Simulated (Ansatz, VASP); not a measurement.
**KBr in VASP and in Ansatz**

Contents of POSCAR:

```
KBr
1.0
    3.9763217797      0.0000000000      0.0000000000
    0.0000000000      3.9763217797      0.0000000000
    0.0000000000      0.0000000000      3.9763217797
K Br
1 1
Direct
    0.0000000000      0.0000000000      0.0000000000
    0.5000000000      0.5000000000      0.5000000000
```

The input INCAR.step1:

```
SYSTEM = KBr
PREC     = Accurate       ! precision mode
ENCUT    = 520            ! plane-wave cutoff, eV
EDIFF    = 1E-5           ! SCF threshold, eV
ISMEAR   = 0              ! smearing method
SIGMA    = 0.01           ! smearing width, eV
LREAL    = .False.        ! projectors in reciprocal space
LASPH    = .True.         ! aspherical terms in the spheres
NELM     = 100            ! most SCF steps
ALGO     = Normal         ! electronic algorithm
ISIF     = 2              ! what is computed and relaxed
LWAVE    = .True.         ! write WAVECAR
LCHARG   = .False.        ! write CHGCAR
NBANDS   = 15             ! bands
GGA      = PE             ! functional
```

INCAR.step2

```
SYSTEM = KBr
PREC     = Accurate       ! precision mode
ENCUT    = 520            ! plane-wave cutoff, eV
EDIFF    = 1E-6           ! SCF threshold, eV
ISMEAR   = 0              ! smearing method
SIGMA    = 0.01           ! smearing width, eV
LREAL    = .False.        ! projectors in reciprocal space
LASPH    = .True.         ! aspherical terms in the spheres
NELM     = 100            ! most SCF steps
ALGO     = Normal         ! electronic algorithm
ISIF     = 2              ! what is computed and relaxed
LWAVE    = .False.        ! write WAVECAR
LCHARG   = .False.        ! write CHGCAR
GGA      = PE             ! functional
LHFCALC  = .True.         ! exact exchange
AEXX     = 0.2            ! exact-exchange fraction
HFSCREEN = 0.2078         ! screening, 1/A
PRECFOCK = Normal       
NBANDS   = 15             ! bands
ISTART   = 1
```

The input KPOINTS:

```
regular mesh
0
Gamma
  4 4 4
  0 0 0
```

Input for Ansatz:

```yaml
crystal:
  lattice:
    - [3.9763217797, 0.0, 0.0]
    - [0.0, 3.9763217797, 0.0]
    - [0.0, 0.0, 3.9763217797]
  atoms:
    - { symbol: K, position: [0.0, 0.0, 0.0] }
    - { symbol: Br, position: [0.5, 0.5, 0.5] }
kpoints:
  mp_grid: { grid: [4, 4, 4] }
hamiltonian:
  xc:
    exchange: pbe
    correlation: pbe
    exx: { coeff: 0.2, omega: 0.2078 }
scf:
  occupations: { method: fixed }
  n_extra_bands: 4
output:
  forces: true
  stress: true
  eigenvalues: true
```

Alike in both runs: task single point; functional PBE-based screened hybrid with a share of 0.2 of exact exchange and HFSCREEN = 0.2078; k mesh 4 × 4 × 4; no spin polarisation.

|  | VASP | Ansatz |
| --- | --- | --- |
| version | VASP 6.6.1 | Ansatz 0.2.0 |
| potentials or method | VASP PAW PBE potentials, release 64 (K_sv, Br) | plane waves |
| plane-wave cutoff (eV) | 520 | 420 |
| occupations | gaussian, width 0.01 eV | fixed |
| valence electrons in the cell | 16 | 16 |

|  | VASP | Ansatz | Ansatz less VASP |
| --- | --- | --- | --- |
| gap on the k mesh at the Fermi level (eV) | 4.95 | 4.95 | +0.002 |
| pressure (GPa) | 0.6 | 0.6 | -0.02 |

VASP's potentials were made for PBE, not for PBE-based screened hybrid. Ansatz's warnings: stress exchange threshold loose, stress scf threshold loose.
